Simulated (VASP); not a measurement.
# Ag (I4/mmm) in VASP: further runs

The runs below take Ag through single point, with PBE.

Program: VASP 6.6.1. These are calculated values, not measurements. Logs are shortened: lines on timing, memory, paths and dates and some standing lists are left out, and cuts for length are marked.

**1. The cell of the first run**

Symmetry: I4/mmm, No. 139, tetragonal system. The conventional cell has a = 2.493 Å, b = 2.493 Å, c = 4.147 Å, α = 90.00°, β = 90.00°, γ = 90.00°. Ag (site symmetry 4/mmm) has 12 Ag at 2.49 to 2.72 Å within 3.3 Å.

**2. Single point, PBE (strain -0.1500 x Voigt [1, 1, 0, 0, 0, 0])**

The input, INCAR:

```
SYSTEM = Ag
ALGO     = Fast           ! electronic algorithm
EDIFF    = 1E-6           ! SCF threshold, eV
ENCUT    = 520            ! plane-wave cutoff, eV
GGA      = PE             ! functional
ISIF     = 2              ! what is computed and relaxed
ISMEAR   = 0              ! smearing method
LASPH    = .True.         ! aspherical terms in the spheres
LCHARG   = .False.        ! write CHGCAR
LREAL    = .False.        ! projectors in reciprocal space
LWAVE    = .False.        ! write WAVECAR
NBANDS   = 12             ! bands
NELM     = 100            ! most SCF steps
PREC     = Accurate       ! precision mode
SIGMA    = 0.15           ! smearing width, eV
```

The input, KPOINTS:

```
k-points
0
Gamma
  24 24 24
  0 0 0
```

The input, POSCAR:

```
Ag
1.0
    0.0000000000      1.7625563442      2.0735956990
    1.7625563442      0.0000000000      2.0735956990
    1.7625563442      1.7625563442      0.0000000000
Ag
1
Direct
    0.0000000000      0.0000000000      0.0000000000
```

Potentials or basis: VASP PAW PBE potentials, release 64 (Ag).

The run is started by

```console
cat potpaw_PBE.64/Ag/POTCAR > POTCAR
mpirun -np 1 vasp_std > vasp.out
```

OUTCAR:

```text
SYSTEM = Ag
   EDIFF = 1E-6
   ENCUT = 520
   GGA = PE
   ISIF = 2
   ISMEAR = 0
   LASPH = .True.
   LREAL = .False.
   NELM = 100
   PREC = Accurate

 ion  position               nearest neighbor table
   1  0.000  0.000  0.000-

  LATTYP: Found a body centered tetragonal cell.
 ALAT       =     2.4926310864
 C/A-ratio  =     1.6637806616

  Lattice vectors:

 A1 = (  -1.7625563442,   0.0000000000,   2.0735956990)
 A2 = (   1.7625563442,   0.0000000000,   2.0735956990)
 A3 = (   0.0000000000,   1.7625563442,  -2.0735956990)

Analysis of symmetry for initial positions (statically):
=====================================================================
 Subroutine PRICEL returns:
 Original cell was already a primitive cell.

 Routine SETGRP: Setting up the symmetry group for a
 body centered tetragonal supercell.

 Subroutine GETGRP returns: Found 16 space group operations
 (whereof 16 operations were pure point group operations)
 out of a pool of 16 trial point group operations.

The static configuration has the point symmetry D_4h.

Analysis of symmetry for dynamics (positions and initial velocities):
=====================================================================
 Subroutine PRICEL returns:
 Original cell was already a primitive cell.

 Routine SETGRP: Setting up the symmetry group for a
 body centered tetragonal supercell.

 Subroutine GETGRP returns: Found 16 space group operations
 (whereof 16 operations were pure point group operations)
 out of a pool of 16 trial point group operations.

The dynamic configuration has the point symmetry D_4h.

 Subroutine INISYM returns: Found 16 space group operations
 (whereof 16 operations are pure point group operations),
 and found     1 'primitive' translations

----------------------------------------------------------------------------------------

                                     Primitive cell

  volume of cell :      12.8837

  direct lattice vectors                    reciprocal lattice vectors
     0.000000000  1.762556344  2.073595699    -0.283678875  0.283678875  0.241127043
     1.762556344  0.000000000  2.073595699     0.283678875 -0.283678875  0.241127043
     1.762556344  1.762556344  0.000000000     0.283678875  0.283678875 -0.241127043

  length of vectors
     2.721470924  2.721470924  2.492631086     0.468070143  0.468070143  0.468070143

  position of ions in fractional coordinates (direct lattice)
     0.000000000  0.000000000  0.000000000

  ion indices of the primitive-cell ions
   primitive index   ion index
                 1           1

----------------------------------------------------------------------------------------

 KPOINTS: k-points

Automatic generation of k-mesh.
 Grid dimensions read from file:
 generate k-points for:   24   24   24

 Generating k-lattice:

  Cartesian coordinates                     Fractional coordinates (reciprocal lattice)
    -0.011819953  0.011819953  0.010046960     0.041666667  0.000000000  0.000000000
     0.011819953 -0.011819953  0.010046960     0.000000000  0.041666667  0.000000000
     0.011819953  0.011819953 -0.010046960     0.000000000  0.000000000  0.041666667

  Length of vectors
     0.019502923  0.019502923  0.019502923

  Shift w.r.t. Gamma in fractional coordinates (k-lattice)
     0.000000000  0.000000000  0.000000000

 Subroutine IBZKPT returns following result:
 ===========================================

 Found   1063 irreducible k-points:

 Following reciprocal coordinates:
            Coordinates               Weight
  0.000000  0.000000  0.000000      1.000000
  0.041667 -0.000000  0.000000      8.000000
  0.083333 -0.000000  0.000000      8.000000
  0.125000 -0.000000  0.000000      8.000000
  0.166667 -0.000000  0.000000      8.000000
  0.208333  0.000000  0.000000      8.000000
[... 16 lines left out ...]
  0.416667  0.041667  0.000000      8.000000
  0.458333  0.041667  0.000000      8.000000
 [... further k-points ...]
   k-points           NKPTS =   1063   k-points in BZ     NKDIM =   1063   number of bands    NBANDS=     12
   number of dos      NEDOS =    301   number of ions     NIONS =      1
   total plane-waves  NPLWV =   8000
   dimension x,y,z NGX =    20 NGY =   20 NGZ =   20
   dimension x,y,z NGXF=    40 NGYF=   40 NGZF=   40
   ions per type =               1
   NGX,Y,Z   is equivalent  to a cutoff of  12.22, 12.22, 13.34 a.u.
   NGXF,Y,Z  is equivalent  to a cutoff of  24.43, 24.43, 26.68 a.u.
 SYSTEM =  Ag
   PREC   = accura    normal or accurate (medium, high low for compatibility)
   ISTART =      0    job   : 0-new  1-cont  2-samecut
   ICHARG =      2    charge: 1-file 2-atom 10-const
   ISPIN  =      1    spin polarized calculation?
   LNONCOLLINEAR =      F non collinear calculations
   LSORBIT =      F    spin-orbit coupling
   LASPH  =      T    aspherical Exc in radial PAW
   ENCUT  =  520.0 eV  38.22 Ry    6.18 a.u.   5.06  5.06  4.63*2*pi/ulx,y,z
   NELM   =    100;   NELMIN=  2; NELMDL= -5     # of ELM steps
   EDIFF  = 0.1E-05   stopping-criterion for ELM
   LREAL  =      F    real-space projection
   EDIFFG = 0.1E-04   stopping-criterion for IOM
   NSW    =      0    number of steps for IOM
   IBRION =     -1    ionic relax: 0-MD 1-quasi-New 2-CG
   NFREE  =      0    steps in history (QN), initial steepest desc. (CG)
   ISIF   =      2    stress and relaxation
   ISYM   =      2    0-nonsym 1-usesym 2-fastsym
   POTIM  = 0.5000    time-step for ionic-motion
   TEBEG  =    0.0;   TEEND  =   0.0 temperature during run
   PSTRESS=    0.0 pullay stress
   NELECT =      11.0000    total number of electrons
   NUPDOWN=      -1.0000    fix difference up-down
   EMIN   =  10.00;   EMAX   =-10.00  energy-range for DOS
   EFERMI =   0.00;   METHOD = LEGACY
   ISMEAR =     0;   SIGMA  =   0.15  broadening in eV -4-tet -1-fermi 0-gaus
   EFERMI_NEDOS =   21; number of points for ismear=-14 and -15
   IALGO  =     68    algorithm
   IMIX   =      4    mixing-type and parameters
     AMIX     =   0.40;   BMIX     =  1.00
     AMIX_MAG =   1.60;   BMIX_MAG =  1.00
  volume/ion in A,a.u.               =      12.88        86.94
  Fermi-wavevector in a.u.,A,eV,Ry     =   1.553075  2.934886 32.817813  2.412041
  Thomas-Fermi vector in A             =   2.657358
   LORBIT       =      0    0 simple, 1 ext, 2 COOP (PROOUT), +10 PAW based schemes
   GGA     = PE    functional components
   LHFCALC =     F    Hartree Fock is set to
   AEXX    =    0.0000 exact exchange contribution
   IVDW    =     0    specifies the selected vdW correction
   LEPSILON=     F    determine dielectric tensor
   LRPA    =     F    only Hartree local field effects (RPA)
 non-spin polarized calculation
 RMM-DIIS sequential band-by-band and
 Gauss-broadening in eV      SIGMA  =   0.15
  energy-cutoff  :      520.00
  volume of cell :       12.88
 maximum number of plane-waves:       364
   NGX = 11   NGY = 11   NGZ =  9

 number of electron      11.0000001 magnetization

 Free energy of the ion-electron system (eV)
  ---------------------------------------------------
  ext. energy  EPLUGINS =         0.00000000
  ---------------------------------------------------
  free energy    TOTEN  =        -1.80837971 eV

  energy without entropy =       -1.80581950  energy(sigma->0) =       -1.80709960

 E-fermi :  13.2328     XC(G=0): -13.9619

 val. band max:       13.2111357818   @ k =  -0.4167   0.0417   0.1250
 cond. band min:      13.2358259228   @ k =  -0.4583   0.1667   0.1250
 fundamental gap:      0.0246901410
 Fermi energy:        13.2328346562

 k-point     1 :       0.0000    0.0000    0.0000
  band No.  band energies     occupation
      1       2.9445      2.00000
      2       5.8637      2.00000
      3       7.5669      2.00000
      4       7.5882      2.00000
      5       7.5882      2.00000
      6       9.4258      2.00000
      7      29.7709      0.00000
      8      31.8787      0.00000
      9      36.0378      0.00000
     10      36.0378      0.00000
     11      40.2238      0.00000
     12      43.1441      0.00000

 k-point     2 :       0.0417   -0.0000    0.0000
  band No.  band energies     occupation
      1       3.0146      2.00000
      2       5.8868      2.00000
      3       7.5441      2.00000
      4       7.5898      2.00000
      5       7.6096      2.00000
      6       9.4017      2.00000
      7      29.8342      0.00000
      8      31.8795      0.00000
      9      35.5425      0.00000
     10      36.1177      0.00000
     11      40.6470      0.00000
     12      42.3081      0.00000

 k-point     3 :       0.0833   -0.0000    0.0000
  band No.  band energies     occupation
      1       3.2199      2.00000
      2       5.9528      2.00000
      3       7.4393      2.00000
      4       7.6425      2.00000
      5       7.6712      2.00000
      6       9.3331      2.00000
      7      29.9911      0.00000
      8      31.7821      0.00000
      9      34.6440      0.00000
     10      36.3469      0.00000
     11      40.1906      0.00000
     12      42.4949      0.00000
[... 286 lines left out ...]
 k-point    23 :       0.4167    0.0417    0.0000
  band No.  band energies     occupation
      1       4.6115      2.00000
      2       6.1856      2.00000
      3       7.7580      2.00000
      4       9.3975      2.00000
      5       9.5431      2.00000
      6      10.5676      2.00000
      7      20.8386      0.00000
      8      28.0186      0.00000
      9      34.0274      0.00000
     10      35.6978      0.00000
     11      37.7634      0.00000
     12      42.1938      0.00000

 k-point    24 :       0.4583    0.0417    0.0000
  band No.  band energies     occupation
      1       4.5488      2.00000
      2       6.1540      2.00000
      3       7.6791      2.00000
      4       9.6144      2.00000
      5       9.7273      2.00000
      6      11.4527      2.00000
      7      19.5587      0.00000
      8      27.6647      0.00000
      9      33.5062      0.00000
     10      35.6053      0.00000
     11      38.0014      0.00000
     12      42.3611      0.00000

 [... further k-points ...]
[... 5 lines left out ...]
  --------------------------------------------------------------------------------------
  -------------------------------------------------------------------------------------
  Total        7.0236017      7.0236017      4.6560970      0.0000000      0.0000000      0.0000000
  in kB      873.4345419    873.4345419    579.0185868      0.0000000      0.0000000      0.0000000
  external PRESSURE =     775.2958902 kB  Pullay stress =       0.0000000 kB

 VOLUME and BASIS-vectors are now :
 -----------------------------------------------------------------------------
  energy-cutoff  :      520.00
  volume of cell :       12.88
      direct lattice vectors                 reciprocal lattice vectors
     0.000000000  1.762556344  2.073595699    -0.283678875  0.283678875  0.241127043
     1.762556344  0.000000000  2.073595699     0.283678875 -0.283678875  0.241127043
     1.762556344  1.762556344  0.000000000     0.283678875  0.283678875 -0.241127043

 POSITION                                       TOTAL-FORCE (eV/Angst)
 -----------------------------------------------------------------------------------
      0.00000      0.00000      0.00000        -0.000000      0.000000      0.000000
 -----------------------------------------------------------------------------------
    total drift:                                0.000000      0.000000      0.000000

  FREE ENERGIE OF THE ION-ELECTRON SYSTEM (eV)
  ---------------------------------------------------
  free  energy   TOTEN  =        -1.8083797073 eV

  energy  without entropy=       -1.8058194983  energy(sigma->0) =       -1.80709960
```

Wall time 79 s (1 thread of Intel Xeon Platinum 8488C (Sapphire Rapids), shared host); peak memory 0.27 GiB.

Results:

```
Free energy : -1.8084 eV
Pressure    : 77.5 GPa
```

Stress tensor (GPa, compression positive):
```
87.34  0.00  0.00
 0.00 87.34  0.00
 0.00  0.00 57.90
```

Caveat: the cell differs from its parent crystal (strain -0.1500 x Voigt [1, 1, 0, 0, 0, 0]).

**3. Single point, PBE (strain -0.1125 x Voigt [1, 1, 0, 0, 0, 0])**

The input, INCAR:

```
SYSTEM = Ag
PREC = Accurate
ENCUT = 520
EDIFF = 1E-6
ISMEAR = 0
SIGMA = 0.15
LREAL = .False.
LASPH = .True.
NELM = 80
ALGO = Fast
ISIF = 2
LWAVE = .False.
LCHARG = .False.
GGA = PE
NBANDS = 12
```

The input, KPOINTS:

```
regular mesh
0
Gamma
  24 24 24
  0 0 0
```

The input, POSCAR:

```
Ag
1.0
    0.0000000000      1.8403161829      2.0735956990
    1.8403161829      0.0000000000      2.0735956990
    1.8403161829      1.8403161829      0.0000000000
Ag
1
Direct
    0.0000000000      0.0000000000      0.0000000000
```

Potentials or basis: VASP PAW PBE potentials, release 64 (Ag).

The run is started by

```console
cat potpaw_PBE.64/Ag/POTCAR > POTCAR
mpirun -np 1 vasp_std > vasp.out
```

OUTCAR:

```text
SYSTEM = Ag
   PREC = Accurate
   ENCUT = 520
   EDIFF = 1E-6
   ISMEAR = 0
   LREAL = .False.
   LASPH = .True.
   NELM = 80
   ISIF = 2
   GGA = PE

 ion  position               nearest neighbor table
   1  0.000  0.000  0.000-

  LATTYP: Found a body centered tetragonal cell.
 ALAT       =     2.6026001049
 C/A-ratio  =     1.5934800702

  Lattice vectors:

 A1 = (  -1.8403161829,   0.0000000000,   2.0735956990)
 A2 = (   1.8403161829,   0.0000000000,   2.0735956990)
 A3 = (   0.0000000000,   1.8403161829,  -2.0735956990)

Analysis of symmetry for initial positions (statically):
=====================================================================
 Subroutine PRICEL returns:
 Original cell was already a primitive cell.

 Routine SETGRP: Setting up the symmetry group for a
 body centered tetragonal supercell.

 Subroutine GETGRP returns: Found 16 space group operations
 (whereof 16 operations were pure point group operations)
 out of a pool of 16 trial point group operations.

The static configuration has the point symmetry D_4h.

Analysis of symmetry for dynamics (positions and initial velocities):
[... 164 lines left out ...]
 Fermi energy:        11.5844712024

 k-point     1 :       0.0000    0.0000    0.0000
  band No.  band energies     occupation
      1       2.1355      2.00000
      2       5.1242      2.00000
      3       6.2160      2.00000
      4       6.2160      2.00000
      5       6.6248      2.00000
      6       7.7848      2.00000
      7      27.9758      0.00000
      8      30.7602      0.00000
      9      33.3768      0.00000
     10      33.3768      0.00000
     11      37.8203      0.00000
     12      40.0471      0.00000
[... 331 lines left out ...]
 k-point    24 :       0.4583    0.0417    0.0000
  band No.  band energies     occupation
      1       3.7160      2.00000
      2       5.2946      2.00000
      3       6.3105      2.00000
      4       8.1680      2.00000
      5       8.2104      2.00000
      6      10.0919      2.00000
      7      17.2249      0.00000
      8      26.3828      0.00000
      9      30.9521      0.00000
     10      32.5526      0.00000
     11      35.7084      0.00000
     12      38.7973      0.00000

 [... further k-points ...]
[... 5 lines left out ...]
  --------------------------------------------------------------------------------------
  -------------------------------------------------------------------------------------
  Total        4.2418190      4.2418190      3.0555624      0.0000000     -0.0000000     -0.0000000
  in kB      483.8644857    483.8644857    348.5481435      0.0000000     -0.0000000     -0.0000000
  external PRESSURE =     438.7590383 kB  Pullay stress =       0.0000000 kB

 VOLUME and BASIS-vectors are now :
 -----------------------------------------------------------------------------
  energy-cutoff  :      520.00
  volume of cell :       14.05
      direct lattice vectors                 reciprocal lattice vectors
     0.000000000  1.840316183  2.073595699    -0.271692443  0.271692443  0.241127043
     1.840316183  0.000000000  2.073595699     0.271692443 -0.271692443  0.241127043
     1.840316183  1.840316183  0.000000000     0.271692443  0.271692443 -0.241127043

 POSITION                                       TOTAL-FORCE (eV/Angst)
 -----------------------------------------------------------------------------------
      0.00000      0.00000      0.00000         0.000000      0.000000      0.000000
 -----------------------------------------------------------------------------------
    total drift:                                0.000000      0.000000     -0.000000

  FREE ENERGIE OF THE ION-ELECTRON SYSTEM (eV)
  ---------------------------------------------------
  free  energy   TOTEN  =        -2.2888695917 eV

  energy  without entropy=       -2.2862047694  energy(sigma->0) =       -2.28753718
```

Run time: 78 s. Hardware: 1 thread of Intel Xeon Platinum 8488C (Sapphire Rapids), shared host; peak memory 0.28 GiB.

Results:

* Free energy: -2.2889 eV
* Pressure: 43.9 GPa

Caveat: the cell differs from its parent crystal (strain -0.1125 x Voigt [1, 1, 0, 0, 0, 0]).
